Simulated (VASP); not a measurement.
# Mg3SiO (Pm-3m) in VASP: further runs

Mg3SiO is run at these levels: r2SCAN; tasks: single point.

Program: VASP 6.6.1. These are calculated values, not measurements. Logs are shortened: lines on timing, memory, paths and dates and some standing lists are left out, and cuts for length are marked.

### Step 1. The cell of the first run

Symmetry: Pm-3m, No. 221, cubic system. The conventional cell has a = 4.184 Å, b = 4.184 Å, c = 4.184 Å, α = 90.00°, β = 90.00°, γ = 90.00°. Within 3.9 Å of Si (site symmetry m-3m) lie 12 Mg at 2.96 Å and 8 O at 3.62 Å. Within 2.8 Å of O (site symmetry m-3m) lie 6 Mg at 2.09 Å. Within 2.8 Å of Mg (site symmetry 4/mmm) lie 2 O at 2.09 Å.

### Step 2. Single point, r2SCAN

Contents of POSCAR:

```
Mg3SiO
1.0
    4.1836345484      0.0000000000      0.0000000000
    0.0000000000      4.1836345484      0.0000000000
    0.0000000000      0.0000000000      4.1836345484
Si O Mg
1 1 3
Direct
    0.0000000000      0.0000000000      0.0000000000
    0.5000000000      0.5000000000      0.5000000000
    0.5000000000      0.5000000000      0.0000000000
    0.5000000000      0.0000000000      0.5000000000
    0.0000000000      0.5000000000      0.5000000000
```

Contents of INCAR.step1:

```
SYSTEM = Mg3SiO
ALGO = Normal
EDIFF = 1E-5
ENCUT = 920
GGA = PE
GGA_COMPAT = .False.
ISMEAR = -1
LASPH = .True.
LCHARG = .False.
LREAL = .False.
LWAVE = .True.
NBANDS = 28
NELM = 120
PREC = Accurate
SIGMA = 0.02
```

Contents of INCAR.step2:

```
SYSTEM = Mg3SiO
ALGO = Normal
EDIFF = 1E-6
ENCUT = 920
GGA_COMPAT = .False.
ISIF = 2
ISMEAR = -1
ISTART = 1
LASPH = .True.
LCHARG = .True.
LELF = .True.
LMIXTAU = .True.
LREAL = .False.
LVHAR = .True.
LWAVE = .False.
METAGGA = R2SCAN
NBANDS = 28
NELM = 120
PREC = Accurate
SIGMA = 0.02
```

Contents of KPOINTS:

```
k-points
0
Gamma
  6 6 6
  0 0 0
```

Potentials or basis: VASP PAW PBE potentials, release 64 (Si, O, Mg_sv).

Run with:

```bash
cat potpaw_PBE.64/Si/POTCAR potpaw_PBE.64/O/POTCAR potpaw_PBE.64/Mg_sv/POTCAR > POTCAR
cp INCAR.step1 INCAR
mpirun -np 1 vasp_std > vasp.out
cp INCAR.step2 INCAR
mpirun -np 1 vasp_std > vasp.out
```

OUTCAR:

```text
SYSTEM = Mg3SiO
   EDIFF = 1E-6
   ENCUT = 920
   ISIF = 2
   ISMEAR = -1
   ISTART = 1
   LASPH = .True.
   LREAL = .False.
   METAGGA = R2SCAN
   NELM = 120
   PREC = Accurate

 ion  position               nearest neighbor table
   1  0.000  0.000  0.000-
   2  0.500  0.500  0.500-   3 2.09   4 2.09   5 2.09   3 2.09   4 2.09   5 2.09
   3  0.500  0.500  0.000-   2 2.09   2 2.09
   4  0.500  0.000  0.500-   2 2.09   2 2.09
   5  0.000  0.500  0.500-   2 2.09   2 2.09

  LATTYP: Found a simple cubic cell.
 ALAT       =     4.1836345484

  Lattice vectors:

 A1 = (   4.1836345484,   0.0000000000,   0.0000000000)
 A2 = (   0.0000000000,   4.1836345484,   0.0000000000)
 A3 = (   0.0000000000,   0.0000000000,   4.1836345484)

Analysis of symmetry for initial positions (statically):
=====================================================================
 Subroutine PRICEL returns:
 Original cell was already a primitive cell.

 Routine SETGRP: Setting up the symmetry group for a
 simple cubic supercell.

 Subroutine GETGRP returns: Found 48 space group operations
 (whereof 48 operations were pure point group operations)
 out of a pool of 48 trial point group operations.

The static configuration has the point symmetry O_h .

Analysis of symmetry for dynamics (positions and initial velocities):
=====================================================================
 Subroutine PRICEL returns:
 Original cell was already a primitive cell.

 Routine SETGRP: Setting up the symmetry group for a
 simple cubic supercell.

 Subroutine GETGRP returns: Found 48 space group operations
 (whereof 48 operations were pure point group operations)
 out of a pool of 48 trial point group operations.

The dynamic configuration has the point symmetry O_h .

 Subroutine INISYM returns: Found 48 space group operations
 (whereof 48 operations are pure point group operations),
 and found     1 'primitive' translations

----------------------------------------------------------------------------------------

                                     Primitive cell

  volume of cell :      73.2253

  direct lattice vectors                    reciprocal lattice vectors
     4.183634548  0.000000000  0.000000000     0.239026614  0.000000000  0.000000000
     0.000000000  4.183634548  0.000000000     0.000000000  0.239026614  0.000000000
     0.000000000  0.000000000  4.183634548     0.000000000  0.000000000  0.239026614

  length of vectors
     4.183634548  4.183634548  4.183634548     0.239026614  0.239026614  0.239026614
[... 83 lines left out ...]
   LREAL  =      F    real-space projection
   EDIFFG = 0.1E-04   stopping-criterion for IOM
   NSW    =      0    number of steps for IOM
   IBRION =     -1    ionic relax: 0-MD 1-quasi-New 2-CG
   NFREE  =      0    steps in history (QN), initial steepest desc. (CG)
   ISIF   =      2    stress and relaxation
   ISYM   =      2    0-nonsym 1-usesym 2-fastsym
   POTIM  = 0.5000    time-step for ionic-motion
   TEBEG  =    0.0;   TEEND  =   0.0 temperature during run
   PSTRESS=    0.0 pullay stress
   NELECT =      40.0000    total number of electrons
   NUPDOWN=      -1.0000    fix difference up-down
   EMIN   =  10.00;   EMAX   =-10.00  energy-range for DOS
   EFERMI =   0.00;   METHOD = LEGACY
   ISMEAR =    -1;   SIGMA  =   0.02  broadening in eV -4-tet -1-fermi 0-gaus
   EFERMI_NEDOS =   21; number of points for ismear=-14 and -15
   IALGO  =     38    algorithm
   IMIX   =      4    mixing-type and parameters
     AMIX     =   0.40;   BMIX     =  1.00
     AMIX_MAG =   1.60;   BMIX_MAG =  1.00
  volume/ion in A,a.u.               =      14.65        98.83
  Fermi-wavevector in a.u.,A,eV,Ry     =   1.338262  2.528948 24.367282  1.790945
  Thomas-Fermi vector in A             =   2.466746
   LORBIT       =      0    0 simple, 1 ext, 2 COOP (PROOUT), +10 PAW based schemes
   METAGGA = R2SCAN    functional components
   LHFCALC =     F    Hartree Fock is set to
   AEXX    =    0.0000 exact exchange contribution
   IVDW    =     0    specifies the selected vdW correction
   LEPSILON=     F    determine dielectric tensor
   LRPA    =     F    only Hartree local field effects (RPA)
 non-spin polarized calculation
  energy-cutoff  :      920.00
  volume of cell :       73.23
 maximum number of plane-waves:      4697
 NGX is ok and might be reduce to    42
   NGX = 21   NGY = 21   NGZ = 21

 number of electron      39.9999954 magnetization

 Free energy of the ion-electron system (eV)
  ---------------------------------------------------
  ext. energy  EPLUGINS =         0.00000000
  ---------------------------------------------------
  free energy    TOTEN  =       -32.87471520 eV

  energy without entropy =      -32.87468715  energy(sigma->0) =      -32.87470117

 E-fermi :   5.4690     XC(G=0): -10.7819

 val. band max:        5.3558379128   @ k =   0.5000   0.5000   0.0000
 cond. band min:       5.5807966182   @ k =   0.5000   0.5000   0.0000
 fundamental gap:      0.2249587053
 Fermi energy:         5.4690467164

 k-point     1 :       0.0000    0.0000    0.0000
  band No.  band energies     occupation
      1     -74.1142      2.00000
      2     -74.1056      2.00000
      3     -74.1056      2.00000
      4     -39.2496      2.00000
      5     -39.2496      2.00000
      6     -39.2496      2.00000
[... 609 lines left out ...]
     27      15.6487      0.00000
     28      17.1338      0.00000

------------------------ aborting loop because EDIFF is reached ----------------------------------------

  FORCE on cell =-STRESS in cart. coord.  units (eV):
  Direction    XX          YY          ZZ          XY          YZ          ZX
  --------------------------------------------------------------------------------------
  -------------------------------------------------------------------------------------
  Total        0.1667450      0.1667450      0.1667450     -0.0000000     -0.0000000     -0.0000000
  in kB        3.6483986      3.6483986      3.6483986     -0.0000000     -0.0000000     -0.0000000
  external PRESSURE =       3.6483986 kB  Pullay stress =       0.0000000 kB

 VOLUME and BASIS-vectors are now :
 -----------------------------------------------------------------------------
  energy-cutoff  :      920.00
  volume of cell :       73.23
      direct lattice vectors                 reciprocal lattice vectors
     4.183634548  0.000000000  0.000000000     0.239026614  0.000000000  0.000000000
     0.000000000  4.183634548  0.000000000     0.000000000  0.239026614  0.000000000
     0.000000000  0.000000000  4.183634548     0.000000000  0.000000000  0.239026614

 POSITION                                       TOTAL-FORCE (eV/Angst)
 -----------------------------------------------------------------------------------
      0.00000      0.00000      0.00000         0.000000      0.000000      0.000000
      2.09182      2.09182      2.09182         0.000000      0.000000      0.000000
      2.09182      2.09182      0.00000         0.000000      0.000000      0.000000
      2.09182      0.00000      2.09182         0.000000      0.000000      0.000000
      0.00000      2.09182      2.09182         0.000000      0.000000      0.000000
 -----------------------------------------------------------------------------------
    total drift:                                0.000000     -0.000000     -0.000000

  FREE ENERGIE OF THE ION-ELECTRON SYSTEM (eV)
  ---------------------------------------------------
  free  energy   TOTEN  =       -32.8747151973 eV

  energy  without entropy=      -32.8746871524  energy(sigma->0) =      -32.87470117
```

OUTCAR.step1:

```text
SYSTEM = Mg3SiO
   EDIFF = 1E-5
   ENCUT = 920
   GGA = PE
   ISMEAR = -1
   LASPH = .True.
[... 845 lines left out ...]
      2.09182      2.09182      0.00000         0.000000      0.000000      0.000000
      2.09182      0.00000      2.09182         0.000000      0.000000      0.000000
      0.00000      2.09182      2.09182         0.000000      0.000000      0.000000
 -----------------------------------------------------------------------------------
    total drift:                                0.000000     -0.000000     -0.000000

  FREE ENERGIE OF THE ION-ELECTRON SYSTEM (eV)
  ---------------------------------------------------
  free  energy   TOTEN  =       -19.8973018209 eV

  energy  without entropy=      -19.8970035590  energy(sigma->0) =      -19.89715269
```

Wall time 6.9 min (1 thread of AMD EPYC 7R43 (Zen 3), shared host); peak memory 0.29 GiB.

Results:

```
Free energy            : -32.8747 eV
Pressure               : 0.4 GPa
Band gap on the k mesh : 0.23 eV
```

Caveat: semilocal functionals underestimate gaps, and a narrow one can read as zero; the PAW data sets were made with another functional, which shifts forces and pressure a little. A k mesh can miss the band edges.

### Step 3. Single point, r2SCAN (13.77 Å³/atom)

This run uses another cell than the first one, of 13.77 Å³/atom.

Edit POSCAR of step 2 so:

```diff
@@ -2,5 +2,5 @@
 1.0
-    4.1836345484      0.0000000000      0.0000000000
-    0.0000000000      4.1836345484      0.0000000000
-    0.0000000000      0.0000000000      4.1836345484
+    4.0982302875      0.0000000000      0.0000000000
+    0.0000000000      4.0982302875      0.0000000000
+    0.0000000000      0.0000000000      4.0982302875
 Si O Mg
```

Contents of INCAR.step1:

```
SYSTEM = Mg3SiO
  PREC = Accurate
  ENCUT = 920
  ISMEAR = -1
  SIGMA = 0.02
  LREAL = .False.
  LASPH = .True.
  NELM = 120
  NBANDS = 28
  GGA = PE
  ALGO = Normal
  EDIFF = 1E-5
  LWAVE = .True.
  LCHARG = .False.
  GGA_COMPAT = .False.
```

Contents of INCAR.step2:

```
SYSTEM = Mg3SiO
  PREC = Accurate
  ENCUT = 920
  EDIFF = 1E-6
  ISMEAR = -1
  SIGMA = 0.02
  LREAL = .False.
  LASPH = .True.
  NELM = 120
  ALGO = Normal
  ISIF = 2
  LWAVE = .False.
  LCHARG = .True.
  METAGGA = R2SCAN
  LMIXTAU = .True.
  LELF = .True.
  LVHAR = .True.
  NBANDS = 28
  ISTART = 1
  GGA_COMPAT = .False.
```

Contents of KPOINTS:

```
regular mesh
0
Gamma
  6 6 6
  0 0 0
```

Potentials or basis: VASP PAW PBE potentials, release 64 (Si, O, Mg_sv).

Run with:

```bash
cat potpaw_PBE.64/Si/POTCAR potpaw_PBE.64/O/POTCAR potpaw_PBE.64/Mg_sv/POTCAR > POTCAR
cp INCAR.step1 INCAR
mpirun -np 1 vasp_std > vasp.out
cp INCAR.step2 INCAR
mpirun -np 1 vasp_std > vasp.out
```

It took 2.7 min on 1 thread of Intel Xeon 6975P-C (Granite Rapids), shared host; peak memory 0.33 GiB.

It converged, with:

```yaml
Free_energy: -32.7784 eV
Pressure: 6.6 GPa
Band_gap_on_the_k_mesh: 0.09 eV
```

Levels at points of the mesh, in eV from the valence-band top:
| k point | band 18 | band 19 | band 20 | band 21 | band 22 | band 23 |
| --- | --- | --- | --- | --- | --- | --- |
| (0.00, 0.00, 0.00) | -0.59 | -0.59 | -0.59 | 0.70 | 0.70 | 3.08 |
| (0.50, 0.00, 0.00) | -5.23 | -0.85 | -0.85 | 1.70 | 3.97 | 4.42 |
| (0.50, 0.50, 0.00) | -3.09 | -3.09 | 0.00 | 0.09 | 2.92 | 3.27 |
| (0.50, 0.50, 0.50) | -3.97 | -3.97 | -3.97 | 2.11 | 2.11 | 2.11 |

Caveat: the cell stands under pressure; semilocal functionals underestimate gaps, and a narrow one can read as zero; the PAW data sets were made with another functional, which shifts forces and pressure a little. A k mesh can miss the band edges.
